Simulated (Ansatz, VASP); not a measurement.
# Two plane-wave programs on W

```
W
1.0
    -1.57718    1.73490    1.57718
     1.57718   -1.73490    1.57718
     1.57718    1.73490   -1.57718
W
1
Direct
  0.00000 0.00000 0.00000
```

Change from the starting cell: strain +0.1000 x Voigt [0, 1, 0, 0, 0, 0], atoms carried along.

Alike in both runs: task single point; functional PBEsol; k mesh 26 × 26 × 26; occupations gaussian, width 0.15 eV; no spin polarisation.

```csv
,VASP,Ansatz
version,VASP 6.6.1,Ansatz 0.2.0
potentials or method,"VASP PAW PBE potentials, release 64 (W_sv), cutoff 520 eV","scalar-relativistic, plane waves, PAW"
valence electrons in the cell,14,14
```

Ansatz gave:

```
gap on the k mesh at the Fermi level (eV)                     : none
pressure (GPa)                                                : -24.1
traceless stress, the component that is largest in VASP (GPa) : -14.11
```

Task: Estimate VASP's values.

Result: gap on the k mesh at the Fermi level (eV): none; pressure (GPa): -23.8; traceless stress, the component that is largest in VASP (GPa): -14.09.

VASP's potentials were made for PBE, not for PBEsol. A gap of «none» marks a metal or a gap that the smearing closes.

Spin-orbit coupling is off throughout.
